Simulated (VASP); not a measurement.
# H4C in VASP: further runs

H4C is run at these levels: r2SCAN+D3(BJ); tasks: single point.

Everything below comes from runs of VASP 6.6.1. Logs are shortened: lines on timing, memory, paths and dates and some standing lists are left out, and cuts for length are marked.

## Step 1: The cell of the first run

The cell holds a disordered packing, 40 atoms: a = 8.685 Å, b = 8.685 Å, c = 8.685 Å, α = 90.00°, β = 90.00°, γ = 90.00°.

## Step 2: Single point, r2SCAN+D3(BJ)

Input file POSCAR:

```
H4C
1.0
    8.6854290000      0.0000000000      0.0000000000
    0.0000000000      8.6854290000      0.0000000000
    0.0000000000      0.0000000000      8.6854290000
C H
8 32
Direct
    0.5234895700      0.0433751179      0.5402819189
    0.4756980095      0.4760209510      0.2378046268
    0.6124215052      0.7818659443      0.9631609974
    0.2127516711      0.6953047223      0.6974841363
    0.7475464107      0.1616681177      0.1487174503
    0.0900218074      0.3873195342      0.3190894992
    0.8986878590      0.1736545777      0.7339274102
    0.6502985700      0.5420418228      0.6206025142
    0.5831539624      0.1471074044      0.5774711792
    0.4766256729     -0.0154759942      0.6405521177
    0.6042232430     -0.0323509789      0.4817165764
    0.4303464994      0.0740655652      0.4621287361
    0.4664095099      0.5755409190      0.3134879025
    0.4482270413      0.3722355193      0.3022870505
    0.5925280535      0.4676639146      0.1935259560
    0.3954173167      0.4884255602      0.1423077797
    0.7114270877      0.8548542728      0.9393835327
    0.5474047590      0.8293661163      1.0590887526
    0.6512996066      0.6665593290      0.9923547854
    0.5394532702      0.7761542066      0.8615640286
    0.2790455194      0.7986857579      0.6731535829
    0.1395285135      0.7153885778      0.7970506061
    0.2908212224      0.6004159059      0.7213191862
    0.1417832449      0.6672791482      0.5982235890
    0.7683451888      0.0396462590      0.1674262064
    0.7334794994      0.2189166579      0.2590716235
    0.6432267396      0.1763660030      0.0809978802
    0.8445565906      0.2116406418      0.0873055345
    0.1089972863      0.5067599719      0.2866256688
   -0.0326559198      0.3633549502      0.3218809541
    0.1395843110      0.3665792737      0.4322032971
    0.1450961700      0.3124815995      0.2351063109
    0.9942221591      0.0976218589      0.7618001604
    0.9232863848      0.2891114154      0.7757282222
    0.7943772446      0.1310562166      0.7884848012
    0.8827581513      0.1767584974      0.6098015877
    0.7401769664      0.5975280022      0.6877537700
    0.5907122937      0.4582480361      0.6921298810
    0.7009030299      0.4843401003      0.5216750730
    0.5686848783      0.6283835041      0.5811849137
```

Input file INCAR.step1:

```
ALGO = Normal ; EDIFF = 1E-4
ENCUT = 520 ; GGA = PE
ISMEAR = -1 ; LASPH = True
LCHARG = False ; LREAL = Auto
LWAVE = True ; NBANDS = 58
NELM = 100 ; PREC = Accurate
SIGMA = 0.05
```

Input file INCAR.step2:

```
ALGO = Normal ; EDIFF = 1E-6
ENCUT = 520 ; ISIF = 2
ISMEAR = -1 ; ISTART = 1
IVDW = 12 ; LASPH = True
LCHARG = False ; LMIXTAU = True
LREAL = Auto ; LWAVE = False
METAGGA = R2SCAN ; NBANDS = 58
NELM = 100 ; PREC = Accurate
SIGMA = 0.05 ; VDW_A1 = 0.49484001
VDW_A2 = 5.73083694 ; VDW_S6 = 1.0
VDW_S8 = 0.78981345
```

Input file KPOINTS:

```
k-points
0
Gamma
  1 1 1
```

Potentials or basis: VASP PAW PBE potentials, release 64 (C, H).

On the command line:

```console
cat potpaw_PBE.64/C/POTCAR potpaw_PBE.64/H/POTCAR > POTCAR
cp INCAR.step1 INCAR
mpirun -np 1 vasp_gam > vasp.out
cp INCAR.step2 INCAR
mpirun -np 1 vasp_gam > vasp.out
```

OUTCAR:

```text
EDIFF = 1E-6
   ENCUT = 520
   ISIF = 2
   ISMEAR = -1
   ISTART = 1
   IVDW = 12
   LASPH = True
   LREAL = Auto
   METAGGA = R2SCAN
   NELM = 100
   PREC = Accurate
 IVDW          = 12

 ion  position               nearest neighbor table
   1  0.523  0.043  0.540-  11 1.09   9 1.09  10 1.09  12 1.09
   2  0.476  0.476  0.238-  15 1.09  14 1.09  13 1.09  16 1.09
   3  0.612  0.782  0.963-  19 1.09  20 1.09  18 1.09  17 1.09
   4  0.213  0.695  0.697-  23 1.09  21 1.09  24 1.09  22 1.09
   5  0.748  0.162  0.149-  26 1.09  25 1.09  28 1.09  27 1.09
   6  0.090  0.387  0.319-  30 1.09  29 1.09  31 1.09  32 1.09
   7  0.899  0.174  0.734-  36 1.09  35 1.09  34 1.09  33 1.09
   8  0.650  0.542  0.621-  37 1.09  40 1.09  39 1.09  38 1.09
   9  0.583  0.147  0.577-   1 1.09
  10  0.477  0.985  0.641-   1 1.09
  11  0.604  0.968  0.482-   1 1.09
  12  0.430  0.074  0.462-   1 1.09
  13  0.466  0.576  0.313-   2 1.09
  14  0.448  0.372  0.302-   2 1.09
[... 24 lines left out ...]
  39  0.701  0.484  0.522-   8 1.09
  40  0.569  0.628  0.581-   8 1.09

  LATTYP: Found a simple cubic cell.
 ALAT       =     8.6854290000

  Lattice vectors:

 A1 = (   8.6854290000,   0.0000000000,   0.0000000000)
 A2 = (   0.0000000000,   8.6854290000,   0.0000000000)
 A3 = (   0.0000000000,   0.0000000000,   8.6854290000)

Analysis of symmetry for initial positions (statically):
=====================================================================
 Subroutine PRICEL returns:
 Original cell was already a primitive cell.

 Routine SETGRP: Setting up the symmetry group for a
 simple cubic supercell.

 Subroutine GETGRP returns: Found  1 space group operations
 (whereof  1 operations were pure point group operations)
 out of a pool of 48 trial point group operations.

The static configuration has the point symmetry C_1 .

Analysis of symmetry for dynamics (positions and initial velocities):
=====================================================================
 Subroutine PRICEL returns:
 Original cell was already a primitive cell.

 Routine SETGRP: Setting up the symmetry group for a
 simple cubic supercell.

 Subroutine GETGRP returns: Found  1 space group operations
 (whereof  1 operations were pure point group operations)
 out of a pool of 48 trial point group operations.

The dynamic configuration has the point symmetry C_1 .

 Subroutine INISYM returns: Found  1 space group operations
 (whereof  1 operations are pure point group operations),
 and found     1 'primitive' translations

----------------------------------------------------------------------------------------

                                     Primitive cell

  volume of cell :     655.1999

  direct lattice vectors                    reciprocal lattice vectors
     8.685429000  0.000000000  0.000000000     0.115135361  0.000000000  0.000000000
     0.000000000  8.685429000  0.000000000     0.000000000  0.115135361  0.000000000
     0.000000000  0.000000000  8.685429000     0.000000000  0.000000000  0.115135361

  length of vectors
     8.685429000  8.685429000  8.685429000     0.115135361  0.115135361  0.115135361

  position of ions in fractional coordinates (direct lattice)
     0.523489570  0.043375118  0.540281919
     0.475698010  0.476020951  0.237804627
     0.612421505  0.781865944  0.963160997
     0.212751671  0.695304722  0.697484136
     0.747546411  0.161668118  0.148717450
     0.090021807  0.387319534  0.319089499
[... 32 lines left out ...]
     0.700903030  0.484340100  0.521675073
     0.568684878  0.628383504  0.581184914

  ion indices of the primitive-cell ions
   primitive index   ion index
                 1           1
                 2           2
                 3           3
                 4           4
                 5           5
                 6           6
[... 32 lines left out ...]
                39          39
                40          40

----------------------------------------------------------------------------------------

 KPOINTS: k-points

Automatic generation of k-mesh.
 Grid dimensions read from file:
 generate k-points for:    1    1    1

 Generating k-lattice:

  Cartesian coordinates                     Fractional coordinates (reciprocal lattice)
     0.115135361  0.000000000  0.000000000     1.000000000  0.000000000  0.000000000
     0.000000000  0.115135361  0.000000000     0.000000000  1.000000000  0.000000000
     0.000000000  0.000000000  0.115135361     0.000000000  0.000000000  1.000000000

  Length of vectors
     0.115135361  0.115135361  0.115135361

  Shift w.r.t. Gamma in fractional coordinates (k-lattice)
     0.000000000  0.000000000  0.000000000

 Subroutine IBZKPT returns following result:
 ===========================================

 Found      1 irreducible k-points:

 Following reciprocal coordinates:
            Coordinates               Weight
  0.000000  0.000000  0.000000      1.000000
   k-points           NKPTS =      1   k-points in BZ     NKDIM =      1   number of bands    NBANDS=     58
   number of dos      NEDOS =    301   number of ions     NIONS =     40
   total plane-waves  NPLWV = 343000
   dimension x,y,z NGX =    70 NGY =   70 NGZ =   70
   dimension x,y,z NGXF=   140 NGYF=  140 NGZF=  140
   ions per type =               8  32
   NGX,Y,Z   is equivalent  to a cutoff of  13.40, 13.40, 13.40 a.u.
   NGXF,Y,Z  is equivalent  to a cutoff of  26.80, 26.80, 26.80 a.u.
 SYSTEM =  unknown system
   PREC   = accura    normal or accurate (medium, high low for compatibility)
   ISTART =      1    job   : 0-new  1-cont  2-samecut
   ICHARG =      0    charge: 1-file 2-atom 10-const
   ISPIN  =      1    spin polarized calculation?
   LNONCOLLINEAR =      F non collinear calculations
   LSORBIT =      F    spin-orbit coupling
   LASPH  =      T    aspherical Exc in radial PAW
   ENCUT  =  520.0 eV  38.22 Ry    6.18 a.u.  16.15 16.15 16.15*2*pi/ulx,y,z
   NELM   =    100;   NELMIN=  2; NELMDL=  0     # of ELM steps
   EDIFF  = 0.1E-05   stopping-criterion for ELM
   LREAL  =      T    real-space projection
   EDIFFG = 0.1E-04   stopping-criterion for IOM
   NSW    =      0    number of steps for IOM
   IBRION =     -1    ionic relax: 0-MD 1-quasi-New 2-CG
   NFREE  =      0    steps in history (QN), initial steepest desc. (CG)
   ISIF   =      2    stress and relaxation
   ISYM   =      2    0-nonsym 1-usesym 2-fastsym
   POTIM  = 0.5000    time-step for ionic-motion
   TEBEG  =    0.0;   TEEND  =   0.0 temperature during run
   PSTRESS=    0.0 pullay stress
   NELECT =      64.0000    total number of electrons
   NUPDOWN=      -1.0000    fix difference up-down
   EMIN   =  10.00;   EMAX   =-10.00  energy-range for DOS
   EFERMI =   0.00;   METHOD = LEGACY
   ISMEAR =    -1;   SIGMA  =   0.05  broadening in eV -4-tet -1-fermi 0-gaus
   EFERMI_NEDOS =   21; number of points for ismear=-14 and -15
   IALGO  =     38    algorithm
   IMIX   =      4    mixing-type and parameters
     AMIX     =   0.40;   BMIX     =  1.00
     AMIX_MAG =   1.60;   BMIX_MAG =  1.00
  volume/ion in A,a.u.               =      16.38       110.54
  Fermi-wavevector in a.u.,A,eV,Ry     =   0.753952  1.424762  7.734140  0.568443
  Thomas-Fermi vector in A             =   1.851508
   LORBIT       =      0    0 simple, 1 ext, 2 COOP (PROOUT), +10 PAW based schemes
   METAGGA = R2SCAN    functional components
   LHFCALC =     F    Hartree Fock is set to
   AEXX    =    0.0000 exact exchange contribution
   IVDW    =    12    specifies the selected vdW correction
   LEPSILON=     F    determine dielectric tensor
   LRPA    =     F    only Hartree local field effects (RPA)
 non-spin polarized calculation
  energy-cutoff  :      520.00
  volume of cell :      655.20
 maximum number of plane-waves:      8779
 NGX is ok and might be reduce to    70
   NGX = 33   NGY = 33   NGZ = 33

 number of electron      63.9999994 magnetization

 Free energy of the ion-electron system (eV)
  ---------------------------------------------------
  ext. energy  EPLUGINS =         0.00000000
  ---------------------------------------------------
  free energy    TOTEN  =      -200.02054366 eV

  energy without entropy =     -200.02054366  energy(sigma->0) =     -200.02054366

 E-fermi :  -6.5813     XC(G=0):  -4.4324

 val. band max:       -7.8338597564   @ k =   0.0000   0.0000   0.0000
 cond. band min:       0.5109947084   @ k =   0.0000   0.0000   0.0000
 fundamental gap:      8.3448544648
 Fermi energy:        -6.5813166651

 k-point     1 :       0.0000    0.0000    0.0000
  band No.  band energies     occupation
      1     -16.6704      2.00000
      2     -16.5261      2.00000
      3     -16.5036      2.00000
      4     -16.4683      2.00000
      5     -16.4254      2.00000
      6     -16.4152      2.00000
[... 36 lines left out ...]
     43       3.5779      0.00000
     44       3.6072      0.00000
 [bands above 44 left out]

------------------------ aborting loop because EDIFF is reached ----------------------------------------

 Edisp (eV)   -0.40466

 E8    (eV) :    -0.0607

  FORCE on cell =-STRESS in cart. coord.  units (eV):
  Direction    XX          YY          ZZ          XY          YZ          ZX
  --------------------------------------------------------------------------------------
  -------------------------------------------------------------------------------------
  Total       0.11259    -0.14811    -0.18762     0.12816     0.10442     0.05047
  in kB       0.27532    -0.36217    -0.45879     0.31340     0.25534     0.12343
  external pressure =       -0.18 kB  Pullay stress =        0.00 kB

 VOLUME and BASIS-vectors are now :
 -----------------------------------------------------------------------------
  energy-cutoff  :      520.00
  volume of cell :      655.20
      direct lattice vectors                 reciprocal lattice vectors
     8.685429000  0.000000000  0.000000000     0.115135361  0.000000000  0.000000000
     0.000000000  8.685429000  0.000000000     0.000000000  0.115135361  0.000000000
     0.000000000  0.000000000  8.685429000     0.000000000  0.000000000  0.115135361

 POSITION                                       TOTAL-FORCE (eV/Angst)
 -----------------------------------------------------------------------------------
      4.54673      0.37673      4.69258        -0.023297      0.036143      0.012648
      4.13164      4.13445      2.06544        -0.025258      0.034799     -0.002628
      5.31914      6.79084      8.36547        -0.002474      0.014427     -0.019446
      1.84784      6.03902      6.05795        -0.011113      0.012592     -0.000191
      6.49276      1.40416      1.29167         0.000812     -0.031619     -0.010866
      0.78188      3.36404      2.77143         0.003371     -0.011853      0.002705
[... 32 lines left out ...]
      6.08764      4.20670      4.53097         0.026534     -0.032172     -0.042581
      4.93927      5.45778      5.04784        -0.027124      0.039808     -0.014511
 -----------------------------------------------------------------------------------
    total drift:                               -0.010239     -0.018958     -0.005348

  FREE ENERGIE OF THE ION-ELECTRON SYSTEM (eV)
  ---------------------------------------------------
  free  energy   TOTEN  =      -200.4252026101 eV

  energy  without entropy=     -200.4252026100  energy(sigma->0) =     -200.42520261
```

Wall time 5 min (1 thread of Intel Xeon Platinum 8488C (Sapphire Rapids), shared host); peak memory 0.75 GiB.

Results:

| Item | Value |
| --- | --- |
| Free energy | -200.4252 eV |
| Pressure | 0.0 GPa |
| Largest force | 0.071 eV/Å |
| Band gap on the k mesh | 8.34 eV |
| Dispersion energy per atom | -0.010 eV |

Forces in eV/Å, atoms in the order of the input:
```
C   -0.023  0.036  0.013
C   -0.025  0.035 -0.003
C   -0.002  0.014 -0.019
C   -0.011  0.013  0.000
C    0.001 -0.032 -0.011
C    0.003 -0.012  0.003
C    0.008 -0.002 -0.010
C    0.023  0.000  0.003
H   -0.011  0.012 -0.025
H    0.002  0.010  0.015
H    0.039 -0.026 -0.028
H   -0.013 -0.009 -0.004
H   -0.012  0.006 -0.023
H   -0.009 -0.033  0.029
H    0.025  0.022  0.004
H    0.011 -0.002 -0.014
H    0.025  0.027 -0.020
H   -0.020  0.026  0.040
H    0.021 -0.051  0.007
H   -0.034 -0.004 -0.030
H    0.025  0.039 -0.016
H   -0.036  0.006  0.048
H    0.035 -0.049  0.012
H   -0.037 -0.020 -0.043
H    0.017 -0.048  0.009
H   -0.021  0.018  0.063
H   -0.051 -0.008 -0.028
H    0.029  0.024 -0.013
H    0.009  0.054 -0.009
H   -0.066 -0.001  0.025
H    0.026 -0.006  0.054
H    0.009 -0.031 -0.023
H    0.050 -0.031  0.016
H    0.016  0.059  0.014
H   -0.043 -0.017  0.015
H    0.004  0.001 -0.056
H    0.053  0.015  0.025
H   -0.015 -0.042  0.036
H    0.027 -0.032 -0.043
H   -0.027  0.040 -0.015
```

Levels at points of the mesh, in eV from the valence-band top:
| k point | band 28 | band 29 | band 30 | band 31 | band 32 | band 33 | band 34 | band 35 | band 36 | band 37 |
| --- | --- | --- | --- | --- | --- | --- | --- | --- | --- | --- |
| (0.00, 0.00, 0.00) | -0.13 | -0.12 | -0.09 | -0.07 | 0.00 | 8.34 | 10.24 | 10.32 | 10.41 | 10.48 |

Caveat: the k points lie up to 0.72 Å⁻¹ apart; the PAW data sets were made with another functional, which shifts forces and pressure a little.

## Step 3: Single point, r2SCAN+D3(BJ)

Input file POSCAR:

```
H4C
1.0
    8.6854290000      0.0000000000      0.0000000000
    0.0000000000      8.6854290000      0.0000000000
    0.0000000000      0.0000000000      8.6854290000
C H
8 32
Direct
    0.5217128595      0.0457087382      0.5368416459
    0.4766488794      0.4767409877      0.2406098766
    0.6137175262      0.7779466046      0.9607239896
    0.2111237108      0.6934027093      0.6961774715
    0.7469406520      0.1633655632      0.1512763503
    0.0943419145      0.3852659437      0.3184413804
    0.8975952713      0.1723691484      0.7361294416
    0.6470376996      0.5399042465      0.6188871039
    0.5821589239      0.1438501196      0.5853827140
    0.4837297041     -0.0188706856      0.6380571414
    0.6093308690     -0.0232803699      0.4829698107
    0.4321145219      0.0782229640      0.4522516965
    0.4523783454      0.5791308639      0.3124543416
    0.4536908885      0.3712539703      0.3015740501
    0.5896427223      0.4736899006      0.1862429593
    0.3997384585      0.4918352335      0.1436659030
    0.7194463279      0.8404651054      0.9375932956
    0.5578768763      0.8271324306      1.0605924014
    0.6498354888      0.6633178396      0.9961165994
    0.5474916668      0.7633129003      0.8552715128
    0.2723296685      0.7999144314      0.6723674789
    0.1423533599      0.7048126235      0.8014457317
    0.2853284507      0.5966429522      0.7247080138
    0.1341096680      0.6719069375      0.5967235470
    0.7694611285      0.0418056494      0.1726569868
    0.7380867428      0.2181469678      0.2654676010
    0.6492252714      0.1810273275      0.0764268524
    0.8347083374      0.2268281739      0.0903697445
    0.1084114556      0.5073900207      0.2854320725
   -0.0272640534      0.3683180186      0.3394881243
    0.1460952591      0.3760666284      0.4325405228
    0.1494341845      0.3147685624      0.2312378583
    0.9987992533      0.1001217096      0.7588917024
    0.9207720194      0.2878499151      0.7800305546
    0.7999259449      0.1248758121      0.7983370770
    0.8783791797      0.1653804320      0.6136599585
    0.7374534983      0.5975985757      0.6857462078
    0.5902414262      0.4525971026      0.6893614581
    0.6996315323      0.4910753401      0.5181091228
    0.5644165648      0.6283282035      0.5894469922
```

Input file INCAR.step1:

```
PREC = Accurate ; ENCUT = 520
ISMEAR = -1 ; SIGMA = 0.05
LREAL = Auto ; LASPH = T
NELM = 100 ; NBANDS = 58
GGA = PE ; ALGO = Normal
EDIFF = 1E-4 ; LWAVE = T
LCHARG = F
```

Input file INCAR.step2:

```
PREC = Accurate ; ENCUT = 520
EDIFF = 1E-6 ; ISMEAR = -1
SIGMA = 0.05 ; LREAL = Auto
LASPH = T ; NELM = 100
ALGO = Normal ; ISIF = 2
LWAVE = F ; LCHARG = F
METAGGA = R2SCAN ; LMIXTAU = T
IVDW = 12 ; VDW_S6 = 1.0
VDW_S8 = 0.78981345 ; VDW_A1 = 0.49484001
VDW_A2 = 5.73083694 ; NBANDS = 58
ISTART = 1
```

Input file KPOINTS:

```
regular mesh
0
Gamma
  1 1 1
```

Potentials or basis: VASP PAW PBE potentials, release 64 (C, H).

On the command line:

```console
cat potpaw_PBE.64/C/POTCAR potpaw_PBE.64/H/POTCAR > POTCAR
cp INCAR.step1 INCAR
mpirun -np 1 vasp_gam > vasp.out
cp INCAR.step2 INCAR
mpirun -np 1 vasp_gam > vasp.out
```

It took 4.9 min on 1 thread of Intel Xeon Platinum 8488C (Sapphire Rapids), shared host; peak memory 0.76 GiB.

Results (log left out):

* Free energy: -199.8997 eV
* Pressure: -0.1 GPa
* Largest force: 1.517 eV/Å
* Band gap on the k mesh: 7.99 eV
* Dispersion energy per atom: -0.010 eV

Forces in eV/Å, atoms in the order of the input:
```
C    0.097  0.100  0.339
C   -0.275  0.950 -0.434
C    0.735 -0.702  0.086
C   -0.830 -0.095  0.157
C    0.119  0.467  0.638
C    0.107  1.401  0.572
C    0.550 -0.447  0.553
C    0.271  0.438  0.797
H   -0.159  0.437 -0.259
H   -0.526 -0.004 -0.344
H    0.259 -0.341 -0.454
H    0.320 -0.194  0.693
H    0.634 -0.524 -0.088
H   -0.109 -0.242  0.165
H    0.225  0.212  0.569
H   -0.477 -0.371 -0.212
H    0.029  0.256 -0.150
H   -0.516  0.309 -0.204
H    0.039 -0.201 -0.025
H   -0.298  0.374  0.276
H    0.259 -0.086  0.193
H   -0.164  0.383 -0.287
H    0.312  0.014 -0.606
H    0.405 -0.224  0.547
H    0.243  0.090 -0.462
H   -0.484 -0.048 -0.482
H   -0.757 -0.188  0.358
H    0.857 -0.359 -0.034
H   -0.020 -0.394 -0.014
H   -0.258 -0.423 -0.502
H    0.405 -0.282 -0.175
H   -0.262 -0.299  0.162
H   -0.170  0.116  0.145
H   -0.066  0.010 -0.367
H   -0.083 -0.065 -0.033
H   -0.202  0.388 -0.319
H   -0.129 -0.268  0.021
H    0.154  0.014 -0.102
H   -0.004 -0.259 -0.435
H   -0.230  0.055 -0.283
```

Stress tensor (GPa, compression positive):
```
 0.56  0.07 -0.12
 0.07 -0.15  0.15
-0.12  0.15 -0.80
```

Levels at points of the mesh, in eV from the valence-band top:
| k point | band 29 | band 30 | band 31 | band 32 | band 33 | band 34 | band 35 | band 36 |
| --- | --- | --- | --- | --- | --- | --- | --- | --- |
| (0.00, 0.00, 0.00) | -0.30 | -0.27 | -0.07 | 0.00 | 7.99 | 9.87 | 9.96 | 10.05 |

Caveat: the k points lie up to 0.72 Å⁻¹ apart; the PAW data sets were made with another functional, which shifts forces and pressure a little.

(Part 1 of 2 ends here.)
